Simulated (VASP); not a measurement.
Wanted: the native input for a VASP 6.6.1 run.

| Item | Value |
| --- | --- |
| Task | single point |
| Functional | PBE |
| Potentials or basis | VASP PAW PBE potentials, release 64 (Ge_d, W_sv) |
| Cutoff | 520 eV |
| k mesh | 4 × 4 × 4 |
| Occupations | gaussian, width 0.1 eV |
| Spin | no spin polarisation |
| Dipole correction | no |
| Further INCAR settings | ALGO = Normal; EDIFF = 1e-06; NBANDS = 43 |

The structure of Ge3W2 lies in POSCAR:

```
Ge3W2
1.0
    3.8515001800      0.0000000000      0.0000000000
    0.0000000000      3.8515001800      0.0000000000
    0.0000000000      0.0000000000      5.6727931100
Ge W
3 2
Direct
    0.5000000000      0.0000000000      0.9934612500
    0.0000000000      0.5000000000      0.9934612500
    0.0000000000      0.0000000000      0.2721384500
    0.0000000000      0.0000000000      0.7211286400
    0.5000000000      0.5000000000      0.2898103300
```

One way to write it, as run:

INCAR

```
PREC = Accurate ; ENCUT = 520
EDIFF = 1E-6 ; ISMEAR = 0
SIGMA = 0.1 ; LREAL = False
LASPH = True ; NELM = 100
ALGO = Normal ; ISIF = 2
LWAVE = False ; LCHARG = False
GGA = PE ; NBANDS = 43
```

KPOINTS

```
Automatic mesh
0
Gamma
  4 4 4
```

Potentials or basis: VASP PAW PBE potentials, release 64 (Ge_d, W_sv).

Launch:

```sh
$ cat potpaw_PBE.64/Ge_d/POTCAR potpaw_PBE.64/W_sv/POTCAR > POTCAR
$ mpirun -np 1 vasp_std > vasp.out
```

Results of the run:

- Pressure: 20.2 GPa
- Largest force: 3.833 eV/Å
- Band gap on the k mesh: zero (band 35 reaches 9.25 eV, above the bottom of band 36 at 8.75 eV)

Caveat: the k points lie up to 0.41 Å⁻¹ apart; spin-orbit coupling is left out, which moves the levels of the heavy elements; forces of over 1 eV/Å act on the atoms, so gaps and moduli don't describe the material at rest.

Wall time 33 s on 1 thread of Intel(R) Xeon(R) 6975P-C (Granite Rapids), on a shared host, peak memory 0.21 GiB.
